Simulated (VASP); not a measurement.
Write the native input for VASP 6.6.1 that does the following.

```yaml
Task: single point
Functional: PBEsol
Potentials_or_basis: VASP PAW PBE potentials, release 64 (Be)
Cutoff: 520 eV
k_mesh: 2 × 2 × 2
Occupations: fermi-dirac, width 0.17 eV
Spin: no spin polarisation
Dipole_correction: no
Further_INCAR_settings: LREAL = Auto; ALGO = Normal; EDIFF = 1e-07; NBANDS = 60
```

The structure of Be lies in POSCAR:

```
Be
1.0
    6.8700000000      0.0000000000      0.0000000000
   -3.4350000000      5.9495950000      0.0000000000
    0.0000000000      0.0000000000      7.1768600000
Be
36
Direct
   -0.0001538665      0.0093283660      0.0005712805
    0.1390316023      0.2697662614      0.2253353138
    0.0133439345     -0.0076643872      0.4958296525
    0.0975757776      0.2161995901      0.7526689945
   -0.0236866412      0.3540240974      0.0082905337
    0.0719045672      0.5477683775      0.2482283338
    0.0667508369      0.3501246724      0.4994663404
    0.1416012514      0.5632316149      0.7694451334
    0.0279171200      0.6894586942     -0.0089872173
    0.1147800251      0.8688322482      0.2558500514
   -0.0326187801      0.5922588008      0.5022391408
    0.1187260806      0.8695045629      0.7450194096
    0.2865777912      0.0155136610     -0.0224610763
    0.4194958406      0.2337806187      0.2514609453
    0.3397348765     -0.0099334493      0.4852539969
    0.4457709810      0.2332595748      0.7657945118
    0.3258964612      0.3757230534     -0.0173474193
    0.4530621949      0.5156149284      0.2498585732
    0.3317874184      0.3234001642      0.4999261515
    0.4865932652      0.5930991941      0.7326463105
    0.3233379463      0.6829204341      0.0414248014
    0.4691314181      0.9663851069      0.2188561571
    0.3561195185      0.6835927488      0.5089412361
    0.4672351848      0.9193903114      0.6989128951
    0.6766002618     -0.0311954007     -0.0268083814
    0.7760355946      0.2070056869      0.2250845077
    0.6978042145      0.0028573373      0.5214815393
    0.8089081298      0.2765062160      0.7485585618
    0.6096928287      0.2547568364     -0.0132509203
    0.7692323668      0.5688286346      0.2341135260
    0.6356376493      0.3435023729      0.5160752753
    0.7826452790      0.5705598448      0.7588137431
    0.6599634654      0.6761132480     -0.0526274722
    0.7542626561      0.8762109018      0.2285121906
    0.6706775174      0.6555908427      0.4949657650
    0.7736081852      0.8913211740      0.7519862447
```

These files were run (other wordings do the same):

INCAR

```
SYSTEM = Be
PREC = Accurate
ENCUT = 520
EDIFF = 1E-7
ISMEAR = -1
SIGMA = 0.17
LREAL = Auto
LASPH = .TRUE.
NELM = 60
ALGO = Normal
ISIF = 2
LWAVE = .FALSE.
LCHARG = .FALSE.
GGA = PS
NBANDS = 60
```

KPOINTS

```
Automatic mesh
0
G
  2 2 2
  0 0 0
```

Potentials or basis: VASP PAW PBE potentials, release 64 (Be).

The run is started by

```bash
$ cat potpaw_PBE.64/Be/POTCAR > POTCAR
$ mpirun -np 1 vasp_std > vasp.out
```

Results of the run:

* Pressure: 3.6 GPa
* Largest force: 4.342 eV/Å
* Band gap on the k mesh: zero (bands 36 and 37 overlap by 0.60 eV)

Caveat: the k points lie up to 0.53 Å⁻¹ apart, too coarse for converged energies and pressures of a metal; the PAW data sets were made with another functional, which shifts forces and pressure a little.

Run time: 12 min on 1 thread of Intel Xeon 8259CL (shared host), peak memory 0.42 GiB.
